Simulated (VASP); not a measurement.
# FeCo3: single point with PBEsol

FeCo3:

```xyz
4
Lattice="3.5357 0.0000 0.0000 0.0000 3.5357 0.0000 0.0000 0.0000 3.5357" Properties=species:S:1:pos:R:3 pbc="T T T"
Fe    0.0000    0.0000    0.0000
Co    1.7679    1.7679    0.0000
Co    1.7679    0.0000    1.7679
Co    0.0000    1.7679    1.7679
```

- Program: VASP 6.6.1
- Task: single point
- Functional: PBEsol
- Potentials or basis: VASP PAW PBE potentials, release 64 (Fe, Co)
- Cutoff: 520 eV
- k mesh: 6 × 6 × 6
- Occupations: gaussian, width 0.4 eV
- Spin: collinear spin, ferromagnetic start
- Starting moments: [2.85, 1.83, 1.83, 1.83] μB
- Dipole correction: no
- Further INCAR settings: ALGO = Fast; EDIFF = 1e-06; NBANDS = 30

```yaml
Pressure: -9.0 GPa
Net_moment: 7.14 μB per cell
Site_moments: Fe +2.52; Co +1.55 μB
Valence_electrons_inside_the_program's_atomic_spheres: Fe 7.22; Co 8.27
```

Levels at points of the mesh, in eV from the Fermi level:
Spin up:
```
           k point  band 19  band 20  band 21  band 22  band 23  band 24
(0.00, 0.00, 0.00)    -0.20    -0.20    -0.20     2.53     2.53     2.53
(0.50, 0.00, 0.00)    -1.08    -1.07    -0.36    -0.19     7.98     7.98
(0.50, 0.50, 0.00)    -1.34    -1.29     1.12     1.12     1.29     1.30
(0.50, 0.50, 0.50)    -0.50    -0.50    -0.25    -0.24    -0.24    -0.24
```
Spin down:
| k point | band 12 | band 13 | band 14 | band 15 | band 16 | band 17 |
| --- | --- | --- | --- | --- | --- | --- |
| (0.00, 0.00, 0.00) | 0.52 | 1.26 | 1.38 | 1.38 | 1.38 | 1.76 |
| (0.50, 0.00, 0.00) | -0.34 | -0.05 | -0.05 | 0.22 | 0.45 | 0.45 |
| (0.50, 0.50, 0.00) | -1.23 | -0.22 | -0.22 | -0.18 | 0.18 | 0.25 |
| (0.50, 0.50, 0.50) | -0.73 | -0.23 | -0.12 | -0.12 | -0.12 | 1.21 |

Run time: 32 s on 1 thread of Intel(R) Xeon(R) 6975P-C (Granite Rapids), with other jobs on the host, peak memory 0.19 GiB.

Caveat: the cell stands under tension; so wide a smearing shifts energies and pressures; the PAW data sets were made with another functional, which shifts forces and pressure a little.
